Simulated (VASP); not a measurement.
Ag:

```xyz
2
Lattice="2.9300 0.0000 0.0000 -1.4650 2.5375 0.0000 0.0000 0.0000 4.7900" Properties=species:S:1:pos:R:3 pbc="T T T"
Ag    0.0000    1.6916    1.1975
Ag    1.4650    0.8458    3.5925
```

| Quantity | Value |
| --- | --- |
| Program | VASP 6.6.1 |
| Task | relaxation of volume and atoms at fixed shape |
| Functional | PBEsol |
| Potentials or basis | VASP PAW PBE potentials, release 64 (Ag) |
| Cutoff | 500 eV |
| k mesh | 7 × 7 × 4 |
| Occupations | fermi-dirac, width 0.05 eV |
| Spin | no spin polarisation |

At the start: pressure -6.7 GPa; volume 17.81 Å³/atom.

Problem. Where does the relaxation end?

Solution. Over 3 steps the energy falls by 27.8 meV/atom and the volume is 16.59 Å³/atom (-6.8 %); space group P6_3/mmc (No. 194, to 0.05 Å).

Step by step:
```tsv
step	energy change (eV)	largest force (eV/Å)	pressure (GPa)	volume (Å³)
1	0.0000	0.0000	-6.72	35.61
2	-0.0362	0.0000	5.16	31.90
3	-0.0557	0.0000	-0.03	33.18
```

Final structure:
```
Ag
1.0
     2.86163    0.00000    0.00000
    -1.43081    2.47824    0.00000
     0.00000    0.00000    4.67822
Ag
2
Direct
  0.33333 0.66667 0.25000
  0.66667 0.33333 0.75000
```

Caveat: the PAW data sets were made with another functional, which shifts forces and pressure a little.
